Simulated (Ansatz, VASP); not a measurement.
Al: VASP beside Ansatz

```
Al
1.0
     0.00000    2.05434    2.02398
     2.02398    0.00000    2.02398
     2.02398    2.05434    0.00000
Al
1
Direct
  0.00000 0.00000 0.00000
```

Change from the starting cell: strain +0.0150 x Voigt [0, 1, 0, 0, 0, 0], atoms carried along.

Alike in both runs: task single point; functional LDA; k mesh 20 × 20 × 20; occupations gaussian, width 0.15 eV; no spin polarisation.

|  | VASP | Ansatz |
| --- | --- | --- |
| version | VASP 6.6.1 | Ansatz 0.2.0 |
| potentials or method | VASP PAW LDA potentials, release 64 (Al), cutoff 520 eV | scalar-relativistic, plane waves, PAW |
| valence electrons in the cell | 3 | 3 |

VASP gave:

```
gap on the k mesh at the Fermi level (eV)                     : none
pressure (GPa)                                                : -4.5
traceless stress, the component that is largest in VASP (GPa) : -0.32
```

**Question.** What did Ansatz give for the same quantities?

**Answer.** gap on the k mesh at the Fermi level (eV): none; pressure (GPa): -4.5; traceless stress, the component that is largest in VASP (GPa): -0.33.

LDA's correlation is that of Perdew and Zunger in VASP and of Perdew and Wang (1992) in Ansatz. A gap of «none» marks a metal or a gap that the smearing closes.
